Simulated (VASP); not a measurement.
Wanted: the native input for a VASP 6.6.1 run.

```
Task                   : single point
Functional             : PBE
Dispersion             : D4
Potentials or basis    : VASP PAW PBE potentials, release 64 (Mo_sv)
Cutoff                 : 520 eV
k mesh                 : 12 × 12 × 12
Occupations            : fermi-dirac, width 0.05 eV
Spin                   : no spin polarisation
Dipole correction      : no
Further INCAR settings : ALGO = Normal; EDIFF = 1e-07; NBANDS = 13
```

The structure of Mo lies in POSCAR:

```
Mo
1.0
   -1.5684672151      1.5684672151      1.5684672151
    1.5684672151     -1.5684672151      1.5684672151
    1.5684672151      1.5684672151     -1.5684672151
Mo
1
Direct
    0.0000000000      0.0000000000      0.0000000000
```

One way to write it, as run:

INCAR

```
SYSTEM = Mo
PREC     = Accurate       ! precision mode
ENCUT    = 520            ! plane-wave cutoff, eV
EDIFF    = 1E-7           ! SCF threshold, eV
ISMEAR   = -1             ! smearing method
SIGMA    = 0.05           ! smearing width, eV
LREAL    = .False.        ! projectors in reciprocal space
LASPH    = .True.         ! aspherical terms in the spheres
NELM     = 80             ! most SCF steps
ALGO     = Normal         ! electronic algorithm
ISIF     = 2              ! what is computed and relaxed
LWAVE    = .False.        ! write WAVECAR
LCHARG   = .False.        ! write CHGCAR
GGA      = PE             ! functional
IVDW     = 13             ! dispersion correction
NBANDS   = 13             ! bands
```

KPOINTS

```
regular mesh
0
Gamma
  12 12 12
  0 0 0
```

Potentials or basis: VASP PAW PBE potentials, release 64 (Mo_sv).

Command:

```bash
$ cat potpaw_PBE.64/Mo_sv/POTCAR > POTCAR
$ mpirun -np 1 vasp_std > vasp.out
```

Results of the run:

```
Pressure                   : 0.6 GPa
Band gap on the k mesh     : zero (band 7 reaches 16.85 eV, above the bottom of band 8 at 11.41 eV)
Dispersion energy per atom : -0.616 eV
```

Caveat: pairwise dispersion overbinds metals, which lowers pressure and volume.

It took 17 s on 1 thread of Intel Xeon 8259CL (shared host), peak memory 0.13 GiB.
